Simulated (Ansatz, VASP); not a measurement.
# Two plane-wave programs on MgO2

The input INCAR:

```
ALGO = Normal ; EDIFF = 1E-7
ENCUT = 520 ; GGA = PS
ISIF = 2 ; ISMEAR = 0
LASPH = True ; LCHARG = False
LREAL = False ; LWAVE = False
NBANDS = 14 ; NELM = 60
PREC = Accurate ; SIGMA = 0.05
```

File KPOINTS:

```
k-points
0
Gamma
  12 12 12
```

Contents of POSCAR:

```
MgO2
1.0
    1.4763801347      0.8523884682      3.6337380299
   -1.4763801347      0.8523884682      3.6337380299
    0.0000000000     -1.7047769364      3.6337380299
Mg O
1 2
Direct
    0.0000000000      0.0000000000      0.0000000000
    0.4287860000      0.4287860000      0.4287860000
    0.5712140000      0.5712140000      0.5712140000
```

Input for Ansatz:

```yaml
crystal:
  lattice:
    - [1.4763801347, 0.8523884682, 3.6337380299]
    - [-1.4763801347, 0.8523884682, 3.6337380299]
    - [0.0, -1.7047769364, 3.6337380299]
  atoms:
    - { symbol: Mg, position: [0.0, 0.0, 0.0] }
    - { symbol: O, position: [0.428786, 0.428786, 0.428786] }
    - { symbol: O, position: [0.571214, 0.571214, 0.571214] }
basis:
  ecutwfc: 420
kpoints:
  mp_grid: { grid: [12, 12, 12] }
hamiltonian:
  xc: pbesol
scf:
  occupations: { method: gaussian, width: 0.05 }
output:
  forces: true
  stress: true
  eigenvalues: true
```

Change from the starting cell: strain -0.080 along x and y, +0.040 along z, atoms carried along.

Alike in both runs: task single point; functional PBEsol; k mesh 12 × 12 × 12; occupations gaussian, width 0.05 eV; no spin polarisation.

```csv
,VASP,Ansatz
version,VASP 6.6.1,Ansatz 0.2.0
potentials or method,"VASP PAW PBE potentials, release 64 (Mg, O), cutoff 520 eV","scalar-relativistic, plane waves, PAW"
valence electrons in the cell,14,22
```

|  | VASP | Ansatz | Ansatz less VASP |
| --- | --- | --- | --- |
| gap on the k mesh at the Fermi level (eV) | 1.04 | 1.06 | +0.022 |
| least direct gap on the mesh (eV) | 1.04 | 1.06 | +0.022 |
| pressure (GPa) | 8.8 | 8.9 | +0.09 |
| traceless stress, the component that is largest in VASP (GPa) | -31.59 | -32.11 | -0.525 |
| rms of the force components (eV/Å) | 0.990 | 1.037 | +0.0467 |

VASP's potentials were made for PBE, not for PBEsol. Atom by atom the forces differ by 0.047 eV/Å (rms over components). With one functional, cell and mesh, what is left measures potentials, basis and numerics. VASP's potentials hold 14 valence electrons a cell and Ansatz's 22, so a difference there can come from the potentials and not from the codes.
